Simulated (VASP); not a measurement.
# Ge (Fd-3m) in VASP: further runs

Ge is run at these levels: LDA; tasks: single point.

All numbers are computed with VASP 6.6.1; they aren't measurements. Logs are shortened: lines on timing, memory, paths and dates and some standing lists are left out, and cuts for length are marked.

**What was measured.**

From “Electronic and optical properties of SixGe1-x-ySny alloys lattice-matched to Ge”, 2021, arxiv:2109.02782, for a bulk crystal of Ge at 293 K: band gap 0.666 eV (indirect).

The results are compared with them further down.

**1. The cell of the first run**

The structure is cubic, space group Fd-3m (No. 227). Conventional cell: a = 5.658 Å, b = 5.658 Å, c = 5.658 Å, α = 90.00°, β = 90.00°, γ = 90.00°. Within 3.2 Å of Ge (site symmetry -43m) lie 4 Ge at 2.45 Å.

**2. Single point, LDA**

File INCAR:

```
PREC     = Accurate       # precision mode
ENCUT    = 520            # plane-wave cutoff, eV
EDIFF    = 1E-6           # SCF threshold, eV
ISMEAR   = 0              # smearing method
SIGMA    = 0.1            # smearing width, eV
LREAL    = F              # projectors in reciprocal space
LASPH    = T              # aspherical terms in the spheres
NELM     = 60             # most SCF steps
ALGO     = Normal         # electronic algorithm
ISIF     = 2              # what is computed and relaxed
LWAVE    = F              # write WAVECAR
LCHARG   = F              # write CHGCAR
GGA      = CA             # functional
NBANDS   = 21             # bands
```

File KPOINTS:

```
Automatic mesh
0
Gamma
  6 6 6
```

File POSCAR:

```
Ge
1.0
    0.0000000000      2.8287700000      2.8287700000
    2.8287700000      0.0000000000      2.8287700000
    2.8287700000      2.8287700000      0.0000000000
Ge
2
Direct
    0.5000000000      0.5000000000      0.5000000000
    0.7500000000      0.7500000000      0.7500000000
```

Potentials or basis: VASP PAW LDA potentials, release 64 (Ge_d).

On the command line:

```sh
$ cat potpaw_LDA.64/Ge_d/POTCAR > POTCAR
$ mpirun -np 1 vasp_std > vasp.out
```

OUTCAR:

```text
PREC = Accurate
   ENCUT = 520
   EDIFF = 1E-6
   ISMEAR = 0
   LREAL = F
   LASPH = T
   NELM = 60
   ISIF = 2
   GGA = CA

 ion  position               nearest neighbor table
   1  0.500  0.500  0.500-   2 2.45   2 2.45   2 2.45   2 2.45
   2  0.750  0.750  0.750-   1 2.45   1 2.45   1 2.45   1 2.45

  LATTYP: Found a face centered cubic cell.
 ALAT       =     5.6575400000

  Lattice vectors:

 A1 = (   0.0000000000,   2.8287700000,   2.8287700000)
 A2 = (   2.8287700000,   0.0000000000,   2.8287700000)
 A3 = (   2.8287700000,   2.8287700000,   0.0000000000)

Analysis of symmetry for initial positions (statically):
=====================================================================
 Subroutine PRICEL returns:
 Original cell was already a primitive cell.

 Routine SETGRP: Setting up the symmetry group for a
 face centered cubic supercell.

 Subroutine GETGRP returns: Found 48 space group operations
 (whereof 24 operations were pure point group operations)
 out of a pool of 48 trial point group operations.

The static configuration has the point symmetry T_d .
 The point group associated with its full space group is O_h .

Analysis of symmetry for dynamics (positions and initial velocities):
=====================================================================
 Subroutine PRICEL returns:
 Original cell was already a primitive cell.

 Routine SETGRP: Setting up the symmetry group for a
 face centered cubic supercell.

 Subroutine GETGRP returns: Found 48 space group operations
 (whereof 24 operations were pure point group operations)
 out of a pool of 48 trial point group operations.

The dynamic configuration has the point symmetry T_d .
 The point group associated with its full space group is O_h .

 Subroutine INISYM returns: Found 48 space group operations
 (whereof 24 operations are pure point group operations),
 and found     1 'primitive' translations

----------------------------------------------------------------------------------------

                                     Primitive cell

  volume of cell :      45.2713

  direct lattice vectors                    reciprocal lattice vectors
     0.000000000  2.828770000  2.828770000    -0.176755268  0.176755268  0.176755268
     2.828770000  0.000000000  2.828770000     0.176755268 -0.176755268  0.176755268
     2.828770000  2.828770000  0.000000000     0.176755268  0.176755268 -0.176755268

[... 70 lines left out ...]
   LSORBIT =      F    spin-orbit coupling
   LASPH  =      T    aspherical Exc in radial PAW
   ENCUT  =  520.0 eV  38.22 Ry    6.18 a.u.   7.44  7.44  7.44*2*pi/ulx,y,z
   NELM   =     60;   NELMIN=  2; NELMDL= -5     # of ELM steps
   EDIFF  = 0.1E-05   stopping-criterion for ELM
   LREAL  =      F    real-space projection
   EDIFFG = 0.1E-04   stopping-criterion for IOM
   NSW    =      0    number of steps for IOM
   IBRION =     -1    ionic relax: 0-MD 1-quasi-New 2-CG
   NFREE  =      0    steps in history (QN), initial steepest desc. (CG)
   ISIF   =      2    stress and relaxation
   ISYM   =      2    0-nonsym 1-usesym 2-fastsym
   POTIM  = 0.5000    time-step for ionic-motion
   TEBEG  =    0.0;   TEEND  =   0.0 temperature during run
   PSTRESS=    0.0 pullay stress
   NELECT =      28.0000    total number of electrons
   NUPDOWN=      -1.0000    fix difference up-down
   EMIN   =  10.00;   EMAX   =-10.00  energy-range for DOS
   EFERMI =   0.00;   METHOD = LEGACY
   ISMEAR =     0;   SIGMA  =   0.10  broadening in eV -4-tet -1-fermi 0-gaus
   EFERMI_NEDOS =   21; number of points for ismear=-14 and -15
   IALGO  =     38    algorithm
   IMIX   =      4    mixing-type and parameters
     AMIX     =   0.40;   BMIX     =  1.00
     AMIX_MAG =   1.60;   BMIX_MAG =  1.00
  volume/ion in A,a.u.               =      22.64       152.75
  Fermi-wavevector in a.u.,A,eV,Ry     =   1.394825  2.635838 26.470653  1.945538
  Thomas-Fermi vector in A             =   2.518337
   LORBIT       =      0    0 simple, 1 ext, 2 COOP (PROOUT), +10 PAW based schemes
   GGA     = CA    functional components
   LHFCALC =     F    Hartree Fock is set to
   AEXX    =    0.0000 exact exchange contribution
   IVDW    =     0    specifies the selected vdW correction
   LEPSILON=     F    determine dielectric tensor
   LRPA    =     F    only Hartree local field effects (RPA)
 non-spin polarized calculation
 Gauss-broadening in eV      SIGMA  =   0.10
  energy-cutoff  :      520.00
  volume of cell :       45.27
 maximum number of plane-waves:      1243
 NGX is ok and might be reduce to    30
   NGX = 15   NGY = 15   NGZ = 15

 number of electron      28.0000022 magnetization

 Free energy of the ion-electron system (eV)
  ---------------------------------------------------
  ext. energy  EPLUGINS =         0.00000000
  ---------------------------------------------------
  free energy    TOTEN  =       -10.34253531 eV

  energy without entropy =      -10.34107315  energy(sigma->0) =      -10.34180423

 E-fermi :   4.7275     XC(G=0): -10.2851

 val. band max:        4.5927015957   @ k =   0.0000   0.0000   0.0000
 cond. band min:       4.7343151291   @ k =   0.0000   0.0000   0.0000
 fundamental gap:      0.1416135334
 Fermi energy:         4.7274941817

 k-point     1 :       0.0000    0.0000    0.0000
  band No.  band energies     occupation
      1     -20.2018      2.00000
      2     -20.2018      2.00000
      3     -20.2018      2.00000
      4     -20.1652      2.00000
      5     -20.1652      2.00000
      6     -19.9545      2.00000
[... 373 lines left out ...]
     20      15.6805      0.00000
     21      17.6275      0.00000

------------------------ aborting loop because EDIFF is reached ----------------------------------------

  FORCE on cell =-STRESS in cart. coord.  units (eV):
  Direction    XX          YY          ZZ          XY          YZ          ZX
  --------------------------------------------------------------------------------------
  -------------------------------------------------------------------------------------
  Total       -0.2688372     -0.2688372     -0.2688372     -0.0000000      0.0000000     -0.0000000
  in kB       -9.5143049     -9.5143049     -9.5143049     -0.0000000      0.0000000     -0.0000000
  external PRESSURE =      -9.5143049 kB  Pullay stress =       0.0000000 kB

 VOLUME and BASIS-vectors are now :
 -----------------------------------------------------------------------------
  energy-cutoff  :      520.00
  volume of cell :       45.27
      direct lattice vectors                 reciprocal lattice vectors
     0.000000000  2.828770000  2.828770000    -0.176755268  0.176755268  0.176755268
     2.828770000  0.000000000  2.828770000     0.176755268 -0.176755268  0.176755268
     2.828770000  2.828770000  0.000000000     0.176755268  0.176755268 -0.176755268

 POSITION                                       TOTAL-FORCE (eV/Angst)
 -----------------------------------------------------------------------------------
      2.82877      2.82877      2.82877        -0.000000     -0.000000     -0.000000
      4.24315      4.24315      4.24315         0.000000      0.000000      0.000000
 -----------------------------------------------------------------------------------
    total drift:                                0.000000     -0.000000     -0.000000

  FREE ENERGIE OF THE ION-ELECTRON SYSTEM (eV)
  ---------------------------------------------------
  free  energy   TOTEN  =       -10.3425353060 eV

  energy  without entropy=      -10.3410731455  energy(sigma->0) =      -10.34180423
```

It took 37 s on 1 thread of Intel Xeon 8259CL, shared host; peak memory 0.15 GiB.

What came out:

```
Free energy            : -10.3425 eV
Pressure               : -1.0 GPa
Band gap on the k mesh : zero (filled and empty bands touch)
```

Caveat: semilocal functionals underestimate gaps, and a narrow one can read as zero.

**3. Single point, LDA (20.21 Å³/atom)**

This run uses another cell than the first one, of 20.21 Å³/atom.

File INCAR:

```
SYSTEM = Ge
PREC = Accurate
ENCUT = 520
EDIFF = 1E-6
ISMEAR = 0
SIGMA = 0.1
LREAL = .False.
LASPH = .True.
NELM = 100
ALGO = Normal
ISIF = 2
LWAVE = .False.
LCHARG = .False.
NBANDS = 21
```

File KPOINTS:

```
Automatic mesh
0
Gamma
  14 14 14
  0 0 0
```

File POSCAR:

```
Ge
1.0
    0.0000000000      2.7237268219      2.7237268219
    2.7237268219      0.0000000000      2.7237268219
    2.7237268219      2.7237268219      0.0000000000
Ge
2
Direct
    0.5000000000      0.5000000000      0.5000000000
    0.7500000000      0.7500000000      0.7500000000
```

Potentials or basis: VASP PAW LDA potentials, release 64 (Ge_d).

On the command line:

```sh
$ cat potpaw_LDA.64/Ge_d/POTCAR > POTCAR
$ mpirun -np 1 vasp_std > vasp.out
```

It took 2.2 min on 1 thread of Intel Xeon 8259CL, shared host; peak memory 0.19 GiB.

The run converged. Its results:

```
Free energy            : -10.2889 eV
Pressure               : 8.9 GPa
Band gap on the k mesh : 0.32 eV (least direct gap 0.93 eV)
```

Levels at points of the mesh, in eV from the valence-band top:
```csv
k point,band 11,band 12,band 13,band 14,band 15,band 16,band 17,band 18
"(0.00, 0.00, 0.00)",-13.72,0.00,0.00,0.00,0.93,2.57,2.57,2.57
"(0.50, 0.00, 0.00)",-11.34,-8.22,-1.59,-1.59,0.44,3.77,3.77,7.01
"(0.50, 0.50, 0.00)",-9.39,-9.39,-3.50,-3.50,0.50,0.50,10.38,10.38
```

Caveat: the cell stands under pressure; semilocal functionals underestimate gaps, and a narrow one can read as zero.

**4. Single point, LDA (20.87 Å³/atom)**

This run uses another cell than the first one, of 20.87 Å³/atom.

File INCAR:

```
SYSTEM = Ge
ALGO = Normal
EDIFF = 1E-6
ENCUT = 520
GGA = CA
ISIF = 2
ISMEAR = 0
LASPH = .TRUE.
LCHARG = .FALSE.
LREAL = .FALSE.
LWAVE = .FALSE.
NBANDS = 21
NELM = 60
PREC = Accurate
SIGMA = 0.1
```

File KPOINTS:

```
k-points
0
G
  14 14 14
  0 0 0
```

File POSCAR:

```
Ge
1.0
    0.0000000000      2.7533348679      2.7533348679
    2.7533348679      0.0000000000      2.7533348679
    2.7533348679      2.7533348679      0.0000000000
Ge
2
Direct
    0.5000000000      0.5000000000      0.5000000000
    0.7500000000      0.7500000000      0.7500000000
```

On the command line:

```sh
$ cat potpaw_LDA.64/Ge_d/POTCAR > POTCAR
$ mpirun -np 1 vasp_std > vasp.out
```

It took 1.9 min on 1 thread of Intel Xeon 8259CL, shared host; peak memory 0.2 GiB.

Results (log left out):

| Quantity | Value |
| --- | --- |
| Free energy | -10.3477 eV |
| Pressure | 5.5 GPa |
| Band gap on the k mesh | 0.33 eV (least direct gap 0.62 eV) |

Levels at points of the mesh, in eV from the valence-band top:
| k point | band 10 | band 11 | band 12 | band 13 | band 14 | band 15 | band 16 | band 17 | band 18 | band 19 |
| --- | --- | --- | --- | --- | --- | --- | --- | --- | --- | --- |
| (0.00, 0.00, 0.00) | -24.75 | -13.45 | 0.00 | 0.00 | 0.00 | 0.62 | 2.56 | 2.56 | 2.56 | 6.41 |
| (0.50, 0.00, 0.00) | -24.72 | -11.15 | -8.04 | -1.54 | -1.54 | 0.33 | 3.76 | 3.76 | 7.00 | 10.94 |
| (0.50, 0.50, 0.00) | -24.70 | -9.25 | -9.25 | -3.37 | -3.37 | 0.56 | 0.56 | 10.10 | 10.10 | 12.28 |

Caveat: the cell stands under pressure; semilocal functionals underestimate gaps, and a narrow one can read as zero. A k mesh can miss the band edges.

**5. Single point, LDA (21.54 Å³/atom)**

This run uses another cell than the first one, of 21.54 Å³/atom.

File INCAR:

```
  PREC = Accurate
  ENCUT = 520
  EDIFF = 1E-7
  ISMEAR = 0
  SIGMA = 0.1
  LREAL = False
  LASPH = True
  NELM = 80
  ALGO = Normal
  ISIF = 2
  LWAVE = False
  LCHARG = False
  NBANDS = 21
```

File KPOINTS:

```
regular mesh
0
Gamma
  14 14 14
```

File POSCAR:

```
Ge
1.0
    0.0000000000      2.7823194702      2.7823194702
    2.7823194702      0.0000000000      2.7823194702
    2.7823194702      2.7823194702      0.0000000000
Ge
2
Direct
    0.5000000000      0.5000000000      0.5000000000
    0.7500000000      0.7500000000      0.7500000000
```

On the command line:

```sh
$ cat potpaw_LDA.64/Ge_d/POTCAR > POTCAR
$ mpirun -np 1 vasp_std > vasp.out
```

It took 1.8 min on 1 thread of Intel Xeon 8259CL, shared host; peak memory 0.2 GiB.

Results (log left out):

- Free energy: -10.3806 eV
- Pressure: 2.5 GPa
- Band gap on the k mesh: 0.22 eV (least direct gap 0.32 eV)

Levels at points of the mesh, in eV from the valence-band top:
```
           k point  band 11  band 12  band 13  band 14  band 15  band 16  band 17  band 18
(0.00, 0.00, 0.00)   -13.19     0.00     0.00     0.00     0.32     2.55     2.55     2.55
(0.50, 0.00, 0.00)   -10.98    -7.88    -1.48    -1.48     0.22     3.75     3.75     6.99
(0.50, 0.50, 0.00)    -9.12    -9.12    -3.25    -3.25     0.60     0.60     9.83     9.83
```

Caveat: semilocal functionals underestimate gaps, and a narrow one can read as zero.

**6. Single point, LDA**

This run uses another cell than the first one, of 22.20 Å³/atom.

File INCAR:

```
PREC = Accurate
ENCUT = 520
EDIFF = 1E-6
ISMEAR = 0
SIGMA = 0.1
LREAL = False
LASPH = True
NELM = 80
ALGO = Normal
ISIF = 2
LWAVE = False
LCHARG = False
NBANDS = 21
```

File KPOINTS:

```
Automatic mesh
0
Gamma
  14 14 14
```

File POSCAR:

```
Ge
1.0
    0.0000000000      2.8107124462      2.8107124462
    2.8107124462      0.0000000000      2.8107124462
    2.8107124462      2.8107124462      0.0000000000
Ge
2
Direct
    0.5000000000      0.5000000000      0.5000000000
    0.7500000000      0.7500000000      0.7500000000
```

Potentials or basis: VASP PAW LDA potentials, release 64 (Ge_d).

On the command line:

```sh
$ cat potpaw_LDA.64/Ge_d/POTCAR > POTCAR
$ mpirun -np 1 vasp_std > vasp.out
```

Wall time 86 s (1 thread of Intel Xeon 8259CL, shared host); peak memory 0.2 GiB.

Results (log left out):

* Free energy: -10.3919 eV
* Pressure: 0.3 GPa
* Band gap on the k mesh: 0.03 eV

Levels at points of the mesh, in eV from the valence-band top:
```csv
k point,band 11,band 12,band 13,band 14,band 15,band 16,band 17,band 18
"(0.00, 0.00, 0.00)",-12.95,0.00,0.00,0.00,0.03,2.54,2.54,2.54
"(0.50, 0.00, 0.00)",-10.82,-7.73,-1.43,-1.43,0.13,3.73,3.73,6.98
"(0.50, 0.50, 0.00)",-9.00,-9.00,-3.14,-3.14,0.64,0.64,9.57,9.57
```

Caveat: the smearing spreads over this small gap; semilocal functionals underestimate gaps, and a narrow one can read as zero.

**7. Summary**

```csv
cell,k mesh,gap on the mesh (eV),pressure (GPa)
"a = 4.000 Å, angles 60.0°, 2 atoms",6 × 6 × 6,none,-1.0
"a = 3.852 Å, angles 60.0°, 2 atoms",14 × 14 × 14,0.32,8.9
"a = 3.894 Å, angles 60.0°, 2 atoms",14 × 14 × 14,0.33,5.5
"a = 3.935 Å, angles 60.0°, 2 atoms",14 × 14 × 14,0.22,2.5
"a = 3.975 Å, angles 60.0°, 2 atoms",14 × 14 × 14,0.03,0.3
```

Alike in all rows: task single point; level LDA; potentials or basis VASP PAW LDA potentials, release 64 (Ge_d); no spin polarisation; cutoff (eV) 520; smearing gaussian 0.1 eV.

Caveats: semilocal functionals underestimate gaps, and a narrow one can read as zero; the cell stands under pressure (at least some runs); the smearing spreads over this small gap (at least some runs).

Absolute energies hang on the potentials; compare differences alone.

**8. Comparison with measurements**

Step 2. A measured gap of Ge is 0.666 eV (indirect; 293 K; “Electronic and optical properties of SixGe1-x-ySny alloys lattice-matched to Ge”, 2021, arxiv:2109.02782); the calculated 0.00 eV misses it by -0.67 eV. 3 values of this kind are on record (0.666 to 0.807 eV); this one was drawn at random among those near their median. Spin-orbit coupling on Ge is left out. The value is that of LDA on a finite k mesh, which can miss the band edges, without temperature or zero-point motion. Semilocal functionals fall short of measured gaps as a rule.

Step 6. Measured gap of Ge: 0.666 eV (indirect; 293 K; “Electronic and optical properties of SixGe1-x-ySny alloys lattice-matched to Ge”, 2021, arxiv:2109.02782). This calculation gives 0.03 eV (-0.63 eV). 3 values of this kind are on record (0.666 to 0.807 eV); this one was drawn at random among those near their median. Spin-orbit coupling on Ge is left out. The value is that of LDA on a finite k mesh, which can miss the band edges, without temperature or zero-point motion. Semilocal functionals fall short of measured gaps as a rule.

The gap in the log of VASP goes by the Fermi energy; the results here count the filled bands.